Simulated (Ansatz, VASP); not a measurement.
**Two plane-wave programs on SrCl2**

File POSCAR:

```
SrCl2
1.0
    1.3628735433      4.2833168504      4.2833168504
    4.2833168504      1.3628735433      4.2833168504
    4.2833168504      4.2833168504      1.3628735433
Sr Cl
1 2
Direct
    0.0000000000      0.0000000000      0.0000000000
    0.2500000000      0.2500000000      0.2500000000
    0.7500000000      0.7500000000      0.7500000000
```

The input INCAR.step1:

```
SYSTEM = SrCl2
PREC     = Accurate       ! precision mode
ENCUT    = 520            ! plane-wave cutoff, eV
ISMEAR   = 0              ! smearing method
SIGMA    = 0.05           ! smearing width, eV
LREAL    = .FALSE.        ! projectors in reciprocal space
LASPH    = .TRUE.         ! aspherical terms in the spheres
NELM     = 60             ! most SCF steps
NBANDS   = 19             ! bands
GGA      = PE             ! functional
ALGO     = Normal         ! electronic algorithm
EDIFF    = 1E-4           ! SCF threshold, eV
LWAVE    = .TRUE.         ! write WAVECAR
LCHARG   = .FALSE.        ! write CHGCAR
```

The input INCAR.step2:

```
SYSTEM = SrCl2
PREC     = Accurate       ! precision mode
ENCUT    = 520            ! plane-wave cutoff, eV
EDIFF    = 1E-6           ! SCF threshold, eV
ISMEAR   = 0              ! smearing method
SIGMA    = 0.05           ! smearing width, eV
LREAL    = .FALSE.        ! projectors in reciprocal space
LASPH    = .TRUE.         ! aspherical terms in the spheres
NELM     = 60             ! most SCF steps
ALGO     = Normal         ! electronic algorithm
ISIF     = 2              ! what is computed and relaxed
LWAVE    = .FALSE.        ! write WAVECAR
LCHARG   = .FALSE.        ! write CHGCAR
METAGGA  = R2SCAN         ! meta-GGA
LMIXTAU  = .TRUE.       
NBANDS   = 19             ! bands
ISTART   = 1
```

The input KPOINTS:

```
regular mesh
0
G
  6 6 6
  0 0 0
```

Input for Ansatz:

```yaml
crystal:
  lattice:
    - [1.3628735433, 4.2833168504, 4.2833168504]
    - [4.2833168504, 1.3628735433, 4.2833168504]
    - [4.2833168504, 4.2833168504, 1.3628735433]
  atoms:
    - { symbol: Sr, position: [0.0, 0.0, 0.0] }
    - { symbol: Cl, position: [0.25, 0.25, 0.25] }
    - { symbol: Cl, position: [0.75, 0.75, 0.75] }
basis:
  ecutwfc: 500
kpoints:
  mp_grid: { grid: [6, 6, 6] }
hamiltonian:
  xc: r2scan
scf:
  occupations: { method: gaussian, width: 0.05 }
output:
  forces: true
  stress: true
  eigenvalues: true
```

Alike in both runs: task single point; functional r2SCAN; k mesh 6 × 6 × 6; occupations gaussian, width 0.05 eV; no spin polarisation.

|  | VASP | Ansatz |
| --- | --- | --- |
| version | VASP 6.6.1 | Ansatz 0.2.0 |
| potentials or method | VASP PAW PBE potentials, release 64 (Sr_sv, Cl), cutoff 520 eV | scalar-relativistic, plane waves, PAW |
| valence electrons in the cell | 24 | 24 |

|  | VASP | Ansatz | Ansatz less VASP |
| --- | --- | --- | --- |
| gap on the k mesh at the Fermi level (eV) | 6.02 | 6.03 | +0.008 |
| least direct gap on the mesh (eV) | 6.44 | 6.44 | +0.005 |
| pressure (GPa) | 6.2 | 6.1 | -0.12 |
| traceless stress, the component that is largest in VASP (GPa) | -1.28 | -1.26 | +0.016 |
| rms of the force components (eV/Å) | 0.275 | 0.261 | -0.0138 |

VASP's potentials were made for PBE, not for r2SCAN. Atom by atom the forces differ by 0.014 eV/Å (rms over components).
